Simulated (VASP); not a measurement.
Ge4Pd: single point with PBE

Ge4Pd:

```
Ge Pd
1.0
    -2.97756    2.97756    2.97756
     2.97756   -2.97756    2.97756
     2.97756    2.97756   -2.97756
Ge Pd
4 1
Direct
  0.50000 0.50000 0.50000
  0.00000 0.00000 0.50000
  0.00000 0.50000 0.00000
  0.50000 0.00000 0.00000
  0.00000 0.00000 0.00000
```

* Program: VASP 6.6.1
* Task: single point
* Functional: PBE
* Potentials or basis: VASP PAW PBE potentials, release 64 (Ge_d, Pd)
* Cutoff: 520 eV
* k mesh: 10 × 10 × 10
* Occupations: gaussian, width 0.1 eV
* Spin: no spin polarisation
* Dipole correction: no
* Further INCAR settings: ALGO = Normal; EDIFF = 1e-06; NBANDS = 41

```yaml
Pressure: 0.0 GPa
Band_gap_on_the_k_mesh: zero (band 33 reaches 6.94 eV, above the bottom of band 34 at 3.83 eV)
```

Levels at points of the mesh, in eV from the Fermi level:
| k point | band 31 | band 32 | band 33 | band 34 | band 35 | band 36 |
| --- | --- | --- | --- | --- | --- | --- |
| (0.00, 0.00, 0.00) | -2.16 | -2.16 | -1.79 | -1.79 | -1.79 | 1.97 |
| (0.50, 0.00, 0.00) | -1.41 | -0.60 | 0.27 | 0.84 | 1.00 | 1.98 |
| (0.50, 0.50, 0.50) | -2.00 | -2.00 | 1.33 | 1.33 | 1.33 | 5.56 |

Wall time 2.1 min on 1 thread of Intel(R) Xeon(R) 6975P-C (Granite Rapids), on a shared host, peak memory 0.33 GiB.
